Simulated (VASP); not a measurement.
# AlAs (F-43m) in VASP: further runs, part 2 of 2

VASP 6.6.1.

## 3. Single point, PBE-based global hybrid with 75 % exact exchange

POSCAR reads:

```
AlAs
1.0
    0.0000000000      2.8389251760      2.8389251760
    2.8389251760      0.0000000000      2.8389251760
    2.8389251760      2.8389251760      0.0000000000
Al As
1 1
Direct
    0.0000000000      0.0000000000      0.0000000000
    0.2500000000      0.2500000000      0.2500000000
```

INCAR.step1 reads:

```
PREC     = Accurate       # precision mode
ENCUT    = 400            # plane-wave cutoff, eV
EDIFF    = 1E-5           # SCF threshold, eV
ISMEAR   = 0              # smearing method
SIGMA    = 0.01           # smearing width, eV
LREAL    = F              # projectors in reciprocal space
LASPH    = T              # aspherical terms in the spheres
NELM     = 120            # most SCF steps
ALGO     = Normal         # electronic algorithm
ISIF     = 2              # what is computed and relaxed
LWAVE    = T              # write WAVECAR
GGA      = PE             # functional
NBANDS   = 16             # bands
GGA_COMPAT= F
```

INCAR.step2 reads:

```
PREC     = Accurate       # precision mode
ENCUT    = 400            # plane-wave cutoff, eV
EDIFF    = 1E-6           # SCF threshold, eV
ISMEAR   = 0              # smearing method
SIGMA    = 0.01           # smearing width, eV
LREAL    = F              # projectors in reciprocal space
LASPH    = T              # aspherical terms in the spheres
NELM     = 120            # most SCF steps
ALGO     = Normal         # electronic algorithm
ISIF     = 2              # what is computed and relaxed
LWAVE    = F              # write WAVECAR
LCHARG   = T              # write CHGCAR
GGA      = PE             # functional
LHFCALC  = T              # exact exchange
AEXX     = 0.75           # exact-exchange fraction
PRECFOCK = Normal       
LELF     = T              # ELF
LVHAR    = T            
ISTART   = 1            
NBANDS   = 16             # bands
GGA_COMPAT= F
```

KPOINTS reads:

```
Automatic mesh
0
Gamma
  4 4 4
```

Potentials or basis: VASP PAW PBE potentials, release 64 (Al, As_d).

On the command line:

```bash
$ cat potpaw_PBE.64/Al/POTCAR potpaw_PBE.64/As_d/POTCAR > POTCAR
$ cp INCAR.step1 INCAR
$ mpirun -np 1 vasp_std > vasp.out
$ cp INCAR.step2 INCAR
$ mpirun -np 1 vasp_std > vasp.out
```

OUTCAR:

```text
PREC = Accurate
   ENCUT = 400
   EDIFF = 1E-6
   ISMEAR = 0
   LREAL = F
   LASPH = T
   NELM = 120
   ISIF = 2
   GGA = PE
   LHFCALC = T
   AEXX = 0.75
   PRECFOCK = Normal
   ISTART = 1

 ion  position               nearest neighbor table
   1  0.000  0.000  0.000-   2 2.46   2 2.46   2 2.46   2 2.46
   2  0.250  0.250  0.250-   1 2.46   1 2.46   1 2.46   1 2.46

  LATTYP: Found a face centered cubic cell.
 ALAT       =     5.6778503520

  Lattice vectors:

 A1 = (   0.0000000000,   2.8389251760,   2.8389251760)
 A2 = (   2.8389251760,   0.0000000000,   2.8389251760)
 A3 = (   2.8389251760,   2.8389251760,   0.0000000000)

Analysis of symmetry for initial positions (statically):
=====================================================================
 Subroutine PRICEL returns:
 Original cell was already a primitive cell.

 Routine SETGRP: Setting up the symmetry group for a
 face centered cubic supercell.

 Subroutine GETGRP returns: Found 24 space group operations
 (whereof 24 operations were pure point group operations)
 out of a pool of 48 trial point group operations.

The static configuration has the point symmetry T_d .

[... 149 lines left out ...]

  energy without entropy =      -17.65847017  energy(sigma->0) =      -17.65847017

 E-fermi :   0.5631     XC(G=0):  -3.5052

 val. band max:        0.4329487110   @ k =   0.0000   0.0000   0.0000
 cond. band min:       6.1868462104   @ k =   0.5000   0.5000   0.0000
 fundamental gap:      5.7538974994
 Fermi energy:         0.5630902194

 k-point     1 :       0.0000    0.0000    0.0000
  band No.  band energies     occupation
      1     -44.4155      2.00000
      2     -44.4155      2.00000
      3     -44.4155      2.00000
      4     -44.4047      2.00000
      5     -44.4047      2.00000
      6     -15.0795      2.00000
[... 129 lines left out ...]
      3     -44.4141      2.00000
      4     -44.4044      2.00000
      5     -44.4041      2.00000
      6     -12.2496      2.00000
[... 8 lines left out ...]
     15      19.1562      0.00000
     16      19.2348      0.00000

------------------------ aborting loop because EDIFF is reached ----------------------------------------

  FORCE on cell =-STRESS in cart. coord.  units (eV):
  Direction    XX          YY          ZZ          XY          YZ          ZX
  --------------------------------------------------------------------------------------
  -------------------------------------------------------------------------------------
  Total       -0.9151632     -0.9151632     -0.9151632     -0.0000000      0.0000000      0.0000000
  in kB      -32.0418295    -32.0418295    -32.0418295     -0.0000000      0.0000000      0.0000000
  external PRESSURE =     -32.0418295 kB  Pullay stress =       0.0000000 kB

 VOLUME and BASIS-vectors are now :
 -----------------------------------------------------------------------------
  energy-cutoff  :      400.00
  volume of cell :       45.76
      direct lattice vectors                 reciprocal lattice vectors
     0.000000000  2.838925176  2.838925176    -0.176122993  0.176122993  0.176122993
     2.838925176  0.000000000  2.838925176     0.176122993 -0.176122993  0.176122993
     2.838925176  2.838925176  0.000000000     0.176122993  0.176122993 -0.176122993

 POSITION                                       TOTAL-FORCE (eV/Angst)
 -----------------------------------------------------------------------------------
      0.00000      0.00000      0.00000         0.000000      0.000000      0.000000
      1.41946      1.41946      1.41946        -0.000000     -0.000000     -0.000000
 -----------------------------------------------------------------------------------
    total drift:                               -0.000050     -0.000104     -0.000049

  FREE ENERGIE OF THE ION-ELECTRON SYSTEM (eV)
  ---------------------------------------------------
  free  energy   TOTEN  =       -17.6584701674 eV

  energy  without entropy=      -17.6584701674  energy(sigma->0) =      -17.65847017
```

OSZICAR.step1:

```text
N       E                     dE             d eps       ncg     rms          rms(c)
DAV:   1     0.897355993762E+02    0.89736E+02   -0.68363E+03   272   0.394E+03
DAV:   2     0.267884736593E+01   -0.87057E+02   -0.83665E+02   272   0.560E+02
DAV:   3    -0.905844184180E+01   -0.11737E+02   -0.11677E+02   264   0.942E+01
DAV:   4    -0.952166712565E+01   -0.46323E+00   -0.46306E+00   352   0.202E+01
DAV:   5    -0.953606020769E+01   -0.14393E-01   -0.14393E-01   320   0.430E+00    0.367E+00
DAV:   6    -0.932733535228E+01    0.20872E+00   -0.22671E-01   336   0.385E+00    0.216E+00
DAV:   7    -0.928660152970E+01    0.40734E-01   -0.11809E-01   312   0.178E+00    0.656E-01
DAV:   8    -0.928798452996E+01   -0.13830E-02   -0.12112E-02   344   0.184E+00    0.123E-01
DAV:   9    -0.928831866119E+01   -0.33413E-03   -0.75873E-04   296   0.448E-01    0.505E-02
DAV:  10    -0.928840840584E+01   -0.89745E-04   -0.11133E-04   328   0.115E-01    0.127E-02
DAV:  11    -0.928841112623E+01   -0.27204E-05   -0.31845E-05   304   0.103E-01
   1 F= -.92884111E+01 E0= -.92884111E+01  d E =-.783506E-34
```

Run time: 5.1 min. Hardware: 1 thread of Intel Xeon Platinum 8375C at 2.90GHz (Ice Lake), shared host; peak memory 0.16 GiB.

What came out:

```
Free energy            : -17.6585 eV
Pressure               : -3.2 GPa
Band gap on the k mesh : 5.75 eV (least direct gap 6.81 eV)
```

Caveat: the k points lie up to 0.48 Å⁻¹ apart; the PAW data sets were made with another functional, which shifts forces and pressure a little.
